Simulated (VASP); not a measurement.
Runs of VASP 6.6.1 on AlCo (NiAs type). The structure is that of space group P6_3/mmc (No. 194), or close to it. The cells are those of the table. 

```csv
potentials or basis,cell,cutoff (eV),second run,gap on the mesh (eV),pressure (GPa)
"VASP PAW PBE potentials, release 64 (Co_sv, Al)","a = 2.729, b = 2.729, c = 7.573 Å, angles 90.0, 90.0, 120.0°, 4 atoms",600,valence_matched,none,-1.4
"VASP PAW PBE potentials, release 64 (Co, Al)","a = 2.597, b = 2.597, c = 7.359 Å, angles 90.0, 90.0, 120.0°, 4 atoms",520,-,none,26.6
"VASP PAW PBE potentials, release 64 (Co, Al)","a = 2.664, b = 2.664, c = 7.473 Å, angles 90.0, 90.0, 120.0°, 4 atoms",520,-,none,(b)
"VASP PAW PBE potentials, release 64 (Co_sv, Al)","a = 2.506, b = 2.506, c = 7.185 Å, angles 90.0, 90.0, 120.0°, 4 atoms",600,valence_matched,none,55.1
"VASP PAW PBE potentials, release 64 (Co, Al)","a = 2.198, b = 2.198, c = 6.421 Å, angles 90.0, 90.0, 120.0°, 4 atoms",520,-,none,(a)
```

Alike in all rows: task single point; level PBE; no spin polarisation; k mesh 10 × 10 × 6; smearing fermi-dirac 0.05 eV.

Fill in the values left out.

(a) 342.5; (b) 11.1.

A gap of «none» marks levels without a gap at the run's occupations.

The runs don't all hold the same shells in valence.
